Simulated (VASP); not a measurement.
A run of VASP 6.6.1:

File INCAR:

```
PREC = Accurate
ENCUT = 520
EDIFF = 1E-6
ISMEAR = 0
SIGMA = 0.1
LREAL = False
LASPH = True
NELM = 150
ALGO = Normal
ISIF = 2
LWAVE = False
LCHARG = False
ISPIN = 2
MAGMOM = 0.5 0
LORBIT = 11
LMAXMIX = 4
GGA = PS
NBANDS = 21
```

Contents of KPOINTS:

```
Automatic mesh
0
Gamma
  12 12 12
```

The input POSCAR:

```
TeW
1.0
    0.0000000000      3.0241765070      3.0241765070
    3.0241765070      0.0000000000      3.0241765070
    3.0241765070      3.0241765070      0.0000000000
W Te
1 1
Direct
    0.0000000000      0.0000000000      0.0000000000
    0.2500000000      0.2500000000      0.2500000000
```

Potentials or basis: VASP PAW PBE potentials, release 64 (W_sv, Te).

Command:

```console
$ cat potpaw_PBE.64/W_sv/POTCAR potpaw_PBE.64/Te/POTCAR > POTCAR
$ mpirun -np 1 vasp_std > vasp.out
```

Hardware: 1 thread of Intel(R) Xeon(R) 6975P-C (Granite Rapids), with other jobs on the host.

How long does it take, and how much memory?

It took 47 s on 1 thread of Intel(R) Xeon(R) 6975P-C (Granite Rapids) (shared host), peak memory 0.29 GiB. Counts: scf iterations 14, k points 72.
